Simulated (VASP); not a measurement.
ZnCd3O4, 8 atoms in the cell. The structure is tetragonal, space group P4/mmm (No. 123). Conventional cell: a = 3.325 Å, b = 3.325 Å, c = 9.269 Å, α = 90.00°, β = 90.00°, γ = 90.00°. Zn (site symmetry 4/mmm) has 6 O at 2.15 to 2.35 Å within 2.8 Å. Cd (site symmetry 4mm) has 6 O at 2.24 to 2.40 Å within 3.0 Å. Cd (site symmetry 4/mmm) has 6 O at 2.35 to 2.49 Å within 3.1 Å. O (site symmetry 4mm) has 1 Zn at 2.15 Å and 5 Cd at 2.35 to 2.49 Å within 2.8 Å. Within 3.1 Å of O (site symmetry 4/mmm) lie 6 Cd at 2.35 to 2.40 Å. O (site symmetry 4/mmm) has 2 Cd at 2.24 Å and 4 Zn at 2.35 Å within 3.0 Å. 

* Program: VASP 6.6.1
* Task: single point
* Functional: PBE
* Potentials or basis: VASP PAW PBE potentials, release 64 (Zn, Cd, O)
* Cutoff: 520 eV
* k mesh: 6 × 6 × 2
* Occupations: gaussian, width 0.1 eV
* Spin: no spin polarisation
* Dipole correction: no
* Further INCAR settings: ALGO = Normal; EDIFF = 1e-07; NBANDS = 46

Potentials or basis: VASP PAW PBE potentials, release 64 (Zn, Cd, O).

Launch:

```sh
$ cat potpaw_PBE.64/Zn/POTCAR potpaw_PBE.64/Cd/POTCAR potpaw_PBE.64/O/POTCAR > POTCAR
$ mpirun -np 1 vasp_std > vasp.out
```

Hardware: 1 thread of AMD EPYC 9R45 96-Core Processor (Zen 5), on a shared host.

Q: How long does it take, and how much memory?

A: Wall time 57 s on 1 thread of AMD EPYC 9R45 96-Core Processor (Zen 5), on a shared host, peak memory 0.23 GiB. Counts: scf iterations 16, k points 20.
